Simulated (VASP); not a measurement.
Set up this calculation in VASP 6.6.1, as the native input.

```
Task                   : relaxation of cell and atoms
Functional             : PBE
Potentials or basis    : VASP PAW PBE potentials, release 64 (Ta_pv, H)
Cutoff                 : 500 eV
k mesh                 : 7 × 7 × 7
Occupations            : gaussian, width 0.2 eV
Spin                   : no spin polarisation
Dipole correction      : no
Further INCAR settings : ALGO = Normal; EDIFF = 1e-07; IBRION = 2; EDIFFG = -0.08; NSW = 36; ISIF = 3
```

The structure of TaH lies in POSCAR:

```
TaH
1.0
    0.0000000000      2.2791382700      2.2791382700
    2.2791382700      0.0000000000      2.2791382700
    2.2791382700      2.2791382700      0.0000000000
Ta H
1 1
Direct
    0.7500000000      0.7500000000      0.7500000000
    0.5000000000      0.5000000000      0.5000000000
```

The input as run:

INCAR

```
SYSTEM = TaH
PREC = Accurate ; ENCUT = 500
EDIFF = 1E-7 ; ISMEAR = 0
SIGMA = 0.2 ; LREAL = .FALSE.
LASPH = .TRUE. ; NELM = 120
ALGO = Normal ; ISIF = 3
LWAVE = .FALSE. ; LCHARG = .FALSE.
GGA = PE ; IBRION = 2
NSW = 36 ; EDIFFG = -0.08
GGA_COMPAT = .FALSE. ; NELMIN = 4
```

KPOINTS

```
regular mesh
0
G
  7 7 7
  0 0 0
```

Potentials or basis: VASP PAW PBE potentials, release 64 (Ta_pv, H).

Launch:

```sh
$ cat potpaw_PBE.64/Ta_pv/POTCAR potpaw_PBE.64/H/POTCAR > POTCAR
$ mpirun -np 1 vasp_std > vasp.out
```

Results of the run:

| Quantity | Value |
| --- | --- |
| Relaxed volume | 10.80 Å³/atom |
| Relaxed cell | a = 3.126 Å, b = 3.126 Å, c = 3.126 Å, α = 60.00°, β = 60.00°, γ = 60.00° |
| Space group after relaxing (to 0.05 Å) | F-43m (No. 216) |
| Energy gained by relaxing | 54.3 meV/atom |
| Ionic steps | 3 |
| Pressure after relaxing | -0.2 GPa |
| Band gap on the k mesh | zero (band 6 reaches 5.52 eV, above the bottom of band 7 at 4.97 eV) |

Caveat: spin-orbit coupling is left out, which moves the levels of the heavy elements.

Wall time 8.6 s on 1 thread of Intel(R) Xeon(R) 6975P-C (Granite Rapids) (shared host), peak memory 0.15 GiB.
